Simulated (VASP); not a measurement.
# NiO in VASP: a series of runs

Runs on NiO. Level: r2SCAN. Tasks: single point.

Everything below comes from runs of VASP 6.6.1. Logs are shortened: lines on timing, memory, paths and dates and some standing lists are left out, and cuts for length are marked.

## 1. The cell of the first run

It takes space group R-3m (No. 166, trigonal). The conventional cell has a = 2.967 Å, b = 2.967 Å, c = 7.240 Å, α = 90.00°, β = 90.00°, γ = 120.00°. Within 2.8 Å of Ni (site symmetry -3m) lie 6 O at 2.10 Å. O (site symmetry -3m) has 6 Ni at 2.10 Å within 2.8 Å.

## 2. Single point, r2SCAN, collinear spin, antiferromagnetic start (9.20 Å³/atom)

POSCAR reads:

```
NiO
1.0
    0.0000000000      2.0977548272      2.0977548272
    2.0977548272      0.0000000000      2.0977548272
    4.1850131738      2.0872583467     -2.0872583467
Ni O
2 2
Direct
    0.0000000000      0.0000000000      0.0000000000
    0.5000000000      0.0000000000      0.5000000000
    0.7499999999      0.5000000001      0.2499999998
    1.2500000001      0.4999999999      0.7500000002
```

INCAR.step1 reads:

```
PREC = Accurate ; ENCUT = 520
ISMEAR = 0 ; SIGMA = 0.05
LREAL = F ; LASPH = T
NELM = 150 ; ISPIN = 2
MAGMOM = 1.73 -1.73 0 0 ; LMAXMIX = 4
NBANDS = 28 ; GGA = PE
ALGO = Normal ; EDIFF = 1E-4
LWAVE = T ; LCHARG = F
```

INCAR.step2 reads:

```
PREC = Accurate ; ENCUT = 520
EDIFF = 1E-6 ; ISMEAR = 0
SIGMA = 0.05 ; LREAL = F
LASPH = T ; NELM = 150
ALGO = Normal ; ISIF = 2
LWAVE = F ; LCHARG = T
ISPIN = 2 ; MAGMOM = 1.73 -1.73 0 0
LORBIT = 11 ; LMAXMIX = 4
METAGGA = R2SCAN ; LMIXTAU = T
LELF = T ; LVHAR = T
NBANDS = 28 ; ISTART = 1
```

KPOINTS reads:

```
regular mesh
0
Gamma
  10 10 10
```

Potentials or basis: VASP PAW PBE potentials, release 64 (Ni, O).

Started as:

```console
cat potpaw_PBE.64/Ni/POTCAR potpaw_PBE.64/O/POTCAR > POTCAR
cp INCAR.step1 INCAR
mpirun -np 1 vasp_std > vasp.out
cp INCAR.step2 INCAR
mpirun -np 1 vasp_std > vasp.out
```

OUTCAR:

```text
PREC = Accurate
   ENCUT = 520
   EDIFF = 1E-6
   ISMEAR = 0
   LREAL = F
   LASPH = T
   NELM = 150
   ISIF = 2
   ISPIN = 2
   LORBIT = 11
   METAGGA = R2SCAN
   ISTART = 1

 ion  position               nearest neighbor table
   1  0.000  0.000  0.000-   4 2.10   3 2.10   4 2.10   3 2.10   4 2.10   3 2.10   2 2.96   2 2.96
                             2 2.96   2 2.96   2 2.96   2 2.96
   2  0.500  0.000  0.500-   3 2.10   4 2.10   3 2.10   4 2.10   3 2.10   4 2.10   1 2.96   1 2.96
                             1 2.96   1 2.96   1 2.96   1 2.96
   3  0.750  0.500  0.250-   1 2.10   1 2.10   1 2.10   2 2.10   2 2.10   2 2.10
   4  0.250  0.500  0.750-   1 2.10   1 2.10   1 2.10   2 2.10   2 2.10   2 2.10

  LATTYP: Found a trigonal (rhomboedric) cell.
 ALAT       =     5.1212918367
 COS(alpha) =     0.8322160522

  Lattice vectors:

 A1 = (   4.1850131738,   2.0872583467,  -2.0872583467)
 A2 = (   2.0872583466,   2.0872583467,  -4.1850131739)
 A3 = (   2.0872583466,   4.1850131739,  -2.0872583467)

Analysis of symmetry for initial positions (statically):
=====================================================================
 Subroutine PRICEL returns following result:

  LATTYP: Found a trigonal (rhomboedric) cell.
 ALAT       =     2.9592558485
 COS(alpha) =     0.4974903235
[... 12 lines left out ...]
 Subroutine GETGRP returns: Found 12 space group operations
 (whereof 12 operations were pure point group operations)
 out of a pool of 12 trial point group operations.

The static configuration has the point symmetry D_3d.

Analysis of symmetry for dynamics (positions and initial velocities):
=====================================================================
 Subroutine PRICEL returns following result:

  LATTYP: Found a trigonal (rhomboedric) cell.
 ALAT       =     2.9592558485
 COS(alpha) =     0.4974903235
[... 12 lines left out ...]
 Subroutine GETGRP returns: Found 12 space group operations
 (whereof 12 operations were pure point group operations)
 out of a pool of 12 trial point group operations.

The dynamic configuration has the point symmetry D_3d.

Analysis of structural, dynamic, and magnetic symmetry:
=====================================================================
 Subroutine PRICEL returns following result:

  LATTYP: Found a trigonal (rhomboedric) cell.
 ALAT       =     2.9592558485
 COS(alpha) =     0.4974903235
[... 12 lines left out ...]
 Subroutine GETGRP returns: Found 12 space group operations
 (whereof 12 operations were pure point group operations)
 out of a pool of 12 trial point group operations.

The overall configuration has the point symmetry D_3d.

 Subroutine INISYM returns: Found 12 space group operations
[... 128 lines left out ...]
 spin polarized calculation
 Gauss-broadening in eV      SIGMA  =   0.05
  energy-cutoff  :      520.00
  volume of cell :       36.79
 maximum number of plane-waves:      1020
 NGX is ok and might be reduce to    24
   NGX = 11   NGY = 11   NGZ = 19

 number of electron      32.0000009 magnetization      -0.0000000

 number of electron      32.0000009 magnetization       0.0000000

 Free energy of the ion-electron system (eV)
  ---------------------------------------------------
  ext. energy  EPLUGINS =         0.00000000
  ---------------------------------------------------
  free energy    TOTEN  =       -40.55525347 eV

  energy without entropy =      -40.55525347  energy(sigma->0) =      -40.55525347

 E-fermi :   6.9255     XC(G=0): -13.3460

 val. band max:        6.6386726719   @ k =   0.0000  -0.1000   0.3000
 cond. band min:       8.9434788580   @ k =   0.2000   0.0000   0.3000
 fundamental gap:      2.3048061861
 Fermi energy:         6.9255170753

 spin component 1

 k-point     1 :       0.0000    0.0000    0.0000
  band No.  band energies     occupation
      1     -13.4632      1.00000
      2     -12.1133      1.00000
      3      -0.5196      1.00000
      4       1.7801      1.00000
      5       1.7802      1.00000
      6       4.5947      1.00000
[... 733 lines left out ...]
     27      29.8482      0.00000
     28      30.3582      0.00000

 [... further k-points ...]

 spin component 2

 k-point     1 :       0.0000    0.0000    0.0000
  band No.  band energies     occupation
      1     -13.4632      1.00000
      2     -12.1133      1.00000
      3      -0.5196      1.00000
      4       1.7801      1.00000
      5       1.7802      1.00000
      6       4.5947      1.00000
[... 733 lines left out ...]
     27      29.8482      0.00000
     28      30.3582      0.00000

 [... further k-points ...]

------------------------ aborting loop because EDIFF is reached ----------------------------------------

  FORCE on cell =-STRESS in cart. coord.  units (eV):
  Direction    XX          YY          ZZ          XY          YZ          ZX
  --------------------------------------------------------------------------------------
  -------------------------------------------------------------------------------------
  Total       -0.9352764     -0.9352764     -0.9352764      0.0036456     -0.0036456     -0.0036456
  in kB      -40.7342040    -40.7342040    -40.7342040      0.1587780     -0.1587780     -0.1587780
  external PRESSURE =     -40.7342040 kB  Pullay stress =       0.0000000 kB

 VOLUME and BASIS-vectors are now :
 -----------------------------------------------------------------------------
  energy-cutoff  :      520.00
  volume of cell :       36.79
      direct lattice vectors                 reciprocal lattice vectors
     0.000000000  2.097754827  2.097754827    -0.119025393  0.357674738  0.119025393
     2.097754827  0.000000000  2.097754827     0.238050786 -0.238649345  0.238649345
     4.185013174  2.087258347 -2.087258347     0.119623952  0.119623952 -0.119623952

 POSITION                                       TOTAL-FORCE (eV/Angst)
 -----------------------------------------------------------------------------------
      0.00000      0.00000      0.00000         0.000000      0.000000     -0.000000
      2.09251      2.09251      0.00525         0.000000      0.000000     -0.000000
      2.09513      2.09513      2.10038        -0.000000     -0.000000      0.000000
      4.18764      2.08988      0.00787        -0.000000      0.000000     -0.000000
 -----------------------------------------------------------------------------------
    total drift:                               -0.000000     -0.000000      0.000000

  FREE ENERGIE OF THE ION-ELECTRON SYSTEM (eV)
  ---------------------------------------------------
  free  energy   TOTEN  =       -40.5552534695 eV

  energy  without entropy=      -40.5552534695  energy(sigma->0) =      -40.55525347

 total charge

# of ion       s       p       d       tot
------------------------------------------
    1        0.330   0.407   8.195   8.931
    2        0.330   0.407   8.195   8.931
    3        1.560   3.470   0.000   5.030
    4        1.560   3.470   0.000   5.030
--------------------------------------------------
tot          3.779   7.755  16.390  27.923

 magnetization (x)

# of ion       s       p       d       tot
------------------------------------------
    1       -0.006  -0.012   1.583   1.564
    2        0.006   0.012  -1.583  -1.564
    3        0.000   0.000   0.000   0.000
    4        0.000   0.000   0.000   0.000
--------------------------------------------------
tot          0.000   0.000   0.000   0.000
```

OUTCAR.step1:

```text
PREC = Accurate
   ENCUT = 520
   ISMEAR = 0
   LREAL = F
[... 1772 lines left out ...]
      0.00000      0.00000      0.00000         0.000000     -0.000000     -0.000000
      2.09251      2.09251      0.00525        -0.000000     -0.000000     -0.000000
      2.09513      2.09513      2.10038        -0.000000     -0.000000     -0.000000
      4.18764      2.08988      0.00787        -0.000000      0.000000      0.000000
 -----------------------------------------------------------------------------------
    total drift:                               -0.000000     -0.000000      0.000000

  FREE ENERGIE OF THE ION-ELECTRON SYSTEM (eV)
  ---------------------------------------------------
  free  energy   TOTEN  =       -23.4871776604 eV

  energy  without entropy=      -23.4871776604  energy(sigma->0) =      -23.48717766
```

OSZICAR.step1:

```text
N       E                     dE             d eps       ncg     rms          rms(c)
DAV:   1     0.253477727567E+03    0.25348E+03   -0.14554E+04 13640   0.150E+03
DAV:   2    -0.245028791541E+01   -0.25593E+03   -0.22924E+03 13436   0.336E+02
DAV:   3    -0.272425247775E+02   -0.24792E+02   -0.23073E+02 14436   0.113E+02
DAV:   4    -0.277410867283E+02   -0.49856E+00   -0.49635E+00 13964   0.163E+01
DAV:   5    -0.277529528320E+02   -0.11866E-01   -0.11864E-01 15808   0.245E+00    0.204E+01
DAV:   6    -0.251840107985E+02    0.25689E+01   -0.19233E+01 17168   0.810E+01    0.233E+01
DAV:   7    -0.234516251824E+02    0.17324E+01   -0.48140E+00 15164   0.637E+01    0.912E+00
DAV:   8    -0.235094196233E+02   -0.57794E-01   -0.76580E-01 15060   0.759E+00    0.566E+00
DAV:   9    -0.234795025356E+02    0.29917E-01   -0.37679E-02 20700   0.489E+00    0.127E+00
DAV:  10    -0.234881866785E+02   -0.86841E-02   -0.25773E-02 17536   0.236E+00    0.468E-01
DAV:  11    -0.234869799320E+02    0.12067E-02   -0.30157E-03 18568   0.156E+00    0.990E-02
DAV:  12    -0.234871885318E+02   -0.20860E-03   -0.16010E-03 13700   0.276E-01    0.647E-02
DAV:  13    -0.234871776604E+02    0.10871E-04   -0.29034E-05  6976   0.831E-02
   1 F= -.23487178E+02 E0= -.23487178E+02  d E =-.451858E-18  mag=     0.0000
```

Run time: 5 min. Hardware: 1 thread of Intel Xeon 6975P-C (Granite Rapids), shared host; peak memory 0.31 GiB.

Results:

```yaml
Free_energy: -40.5553 eV
Pressure: -4.1 GPa
Band_gap_on_the_k_mesh: 2.30 eV
Net_moment: 0.00 μB per cell
Site_moments: Ni +1.56, -1.56; O +0.00 μB
Valence_electrons_inside_the_program's_atomic_spheres: Ni 8.93; O 5.03
```

Caveat: the cell stands under tension; the PAW data sets were made with another functional, which shifts forces and pressure a little.

## 3. Single point, r2SCAN, collinear spin, antiferromagnetic start

POSCAR reads:

```
NiO
1.0
    0.0000000000      2.0943165023      2.0943165023
    2.0943165023      0.0000000000      2.0943165023
    4.1886330046      2.0943165023     -2.0943165023
Ni O
2 2
Direct
    0.0000000000      0.0000000000      0.0000000000
    0.5000000000      0.0000000000      0.5000000000
    0.7500000000      0.5000000000      0.2500000000
    1.2500000000      0.5000000000      0.7500000000
```

INCAR.step1 reads:

```
SYSTEM = NiO
PREC = Accurate
ENCUT = 520
ISMEAR = 0
SIGMA = 0.05
LREAL = .FALSE.
LASPH = .TRUE.
NELM = 150
ISPIN = 2
MAGMOM = 2 -2 0 0
LMAXMIX = 4
NBANDS = 28
GGA = PE
ALGO = Normal
EDIFF = 1E-4
LWAVE = .TRUE.
LCHARG = .FALSE.
```

INCAR.step2 reads:

```
SYSTEM = NiO
PREC = Accurate
ENCUT = 520
EDIFF = 1E-7
ISMEAR = 0
SIGMA = 0.05
LREAL = .FALSE.
LASPH = .TRUE.
NELM = 150
ALGO = Normal
ISIF = 2
LWAVE = .FALSE.
LCHARG = .TRUE.
ISPIN = 2
MAGMOM = 2 -2 0 0
LORBIT = 11
LMAXMIX = 4
METAGGA = R2SCAN
LMIXTAU = .TRUE.
LELF = .TRUE.
LVHAR = .TRUE.
NBANDS = 28
ISTART = 1
```

KPOINTS reads:

```
Automatic mesh
0
G
  10 10 10
  0 0 0
```

Potentials or basis: VASP PAW PBE potentials, release 64 (Ni, O).

Started as:

```console
cat potpaw_PBE.64/Ni/POTCAR potpaw_PBE.64/O/POTCAR > POTCAR
cp INCAR.step1 INCAR
mpirun -np 1 vasp_std > vasp.out
cp INCAR.step2 INCAR
mpirun -np 1 vasp_std > vasp.out
```

OUTCAR:

```text
SYSTEM = NiO
   PREC = Accurate
   ENCUT = 520
   EDIFF = 1E-7
   ISMEAR = 0
   LREAL = .FALSE.
   LASPH = .TRUE.
   NELM = 150
   ISIF = 2
   ISPIN = 2
   LORBIT = 11
   METAGGA = R2SCAN
   ISTART = 1

 ion  position               nearest neighbor table
   1  0.000  0.000  0.000-   3 2.09   3 2.09   4 2.09   3 2.09   4 2.09   4 2.09   2 2.96   2 2.96
                             2 2.96   2 2.96   2 2.96   2 2.96
   2  0.500  0.000  0.500-   4 2.09   3 2.09   4 2.09   3 2.09   4 2.09   3 2.09   1 2.96   1 2.96
                             1 2.96   1 2.96   1 2.96   1 2.96
   3  0.750  0.500  0.250-   2 2.09   1 2.09   2 2.09   1 2.09   2 2.09   1 2.09
   4  0.250  0.500  0.750-   1 2.09   1 2.09   2 2.09   1 2.09   2 2.09   2 2.09

  LATTYP: Found a trigonal (rhomboedric) cell.
 ALAT       =     5.1300067905
[... 1750 lines left out ...]

 POSITION                                       TOTAL-FORCE (eV/Angst)
 -----------------------------------------------------------------------------------
      0.00000      0.00000      0.00000        -0.000000      0.000000     -0.000000
      2.09432      2.09432      0.00000         0.000000     -0.000000      0.000000
      2.09432      2.09432      2.09432        -0.000000      0.000000      0.000000
      4.18863      2.09432      0.00000         0.000000      0.000000     -0.000000
 -----------------------------------------------------------------------------------
    total drift:                               -0.000000     -0.000000      0.000000

  FREE ENERGIE OF THE ION-ELECTRON SYSTEM (eV)
  ---------------------------------------------------
  free  energy   TOTEN  =       -40.5560974615 eV

  energy  without entropy=      -40.5560974615  energy(sigma->0) =      -40.55609746

 total charge

# of ion       s       p       d       tot
------------------------------------------
    1        0.330   0.408   8.196   8.934
    2        0.330   0.408   8.196   8.934
    3        1.560   3.471   0.000   5.031
    4        1.560   3.471   0.000   5.031
--------------------------------------------------
tot          3.779   7.758  16.392  27.929

 magnetization (x)

# of ion       s       p       d       tot
------------------------------------------
    1       -0.006  -0.012   1.582   1.564
    2        0.006   0.012  -1.582  -1.564
    3        0.000   0.000   0.000   0.000
    4        0.000   0.000   0.000   0.000
--------------------------------------------------
tot          0.000  -0.000   0.000  -0.000
```

Wall time 11 min (1 thread of AMD EPYC 9R14 (Zen 4), shared host); peak memory 0.27 GiB.

The run converged, but its numbers aren't listed here, since they failed a check.

Caveat: the result breaks the symmetry of the cell; the cell stands under tension; the PAW data sets were made with another functional, which shifts forces and pressure a little.

## 4. Single point, r2SCAN, collinear spin, antiferromagnetic start (8.95 Å³/atom)

This run uses another cell than the first one, of 8.95 Å³/atom.

POSCAR reads:

```
NiO
1.0
    0.0000000000      2.0786666012      2.0786666012
    2.0786666012      0.0000000000      2.0786666012
    4.1469322331      2.0682656319     -2.0682656319
Ni O
2 2
Direct
    0.0000000000      0.0000000000      0.0000000000
    0.5000000000      0.0000000000      0.5000000000
    0.7499999999      0.5000000001      0.2499999998
    1.2500000001      0.4999999999      0.7500000002
```

INCAR.step1 reads:

```
  PREC = Accurate
  ENCUT = 520
  ISMEAR = 0
  SIGMA = 0.05
  LREAL = F
  LASPH = T
  NELM = 150
  ISPIN = 2
  MAGMOM = 1.74 -1.74 0 0
  LMAXMIX = 4
  NBANDS = 28
  GGA = PE
  ALGO = Normal
  EDIFF = 1E-4
  LWAVE = T
  LCHARG = F
```

INCAR.step2 reads:

```
  PREC = Accurate
  ENCUT = 520
  EDIFF = 1E-7
  ISMEAR = 0
  SIGMA = 0.05
  LREAL = F
  LASPH = T
  NELM = 150
  ALGO = Normal
  ISIF = 2
  LWAVE = F
  LCHARG = F
  ISPIN = 2
  MAGMOM = 1.74 -1.74 0 0
  LORBIT = 11
  LMAXMIX = 4
  METAGGA = R2SCAN
  LMIXTAU = T
  NBANDS = 28
  ISTART = 1
```

KPOINTS reads:

```
Automatic mesh
0
Gamma
  10 10 10
```

Started as:

```console
cat potpaw_PBE.64/Ni/POTCAR potpaw_PBE.64/O/POTCAR > POTCAR
cp INCAR.step1 INCAR
mpirun -np 1 vasp_std > vasp.out
cp INCAR.step2 INCAR
mpirun -np 1 vasp_std > vasp.out
```

It took 18 min on 1 thread of Intel Xeon 8259CL, shared host; peak memory 0.31 GiB.

It converged, with:

* Free energy: -40.5617 eV
* Pressure: 1.7 GPa
* Band gap on the k mesh: 2.31 eV
* Net moment: 0.00 μB per cell
* Site moments: Ni +1.55, -1.55; O +0.00 μB
* Valence electrons inside the program's atomic spheres: Ni 8.98; O 5.05

Levels at points of the mesh, in eV from the valence-band top:
Spin up:
```csv
k point,band 12,band 13,band 14,band 15,band 16,band 17,band 18,band 19,band 20,band 21
"(0.00, 0.00, 0.00)",-1.56,-1.56,-0.57,-0.57,-0.41,3.24,3.24,3.27,7.23,12.25
"(0.50, 0.00, 0.00)",-1.09,-0.66,-0.42,-0.38,-0.25,2.92,2.99,9.29,9.49,11.68
"(0.00, 0.50, 0.00)",-0.99,-0.94,-0.36,-0.32,-0.22,3.36,3.50,7.27,7.98,12.19
"(0.00, 0.00, 0.50)",-0.89,-0.89,-0.71,-0.04,-0.04,2.88,2.88,5.95,6.20,14.02
```
Spin down:
```csv
k point,band 13,band 14,band 15,band 16,band 17,band 18,band 19,band 20
"(0.00, 0.00, 0.00)",-1.56,-0.57,-0.57,-0.41,3.24,3.24,3.27,7.23
"(0.50, 0.00, 0.00)",-0.66,-0.42,-0.38,-0.25,2.92,2.99,9.29,9.49
"(0.00, 0.50, 0.00)",-0.94,-0.36,-0.32,-0.22,3.36,3.50,7.27,7.98
"(0.00, 0.00, 0.50)",-0.89,-0.71,-0.04,-0.04,2.88,2.88,5.95,6.20
```

Caveat: the PAW data sets were made with another functional, which shifts forces and pressure a little. A k mesh can miss the band edges.
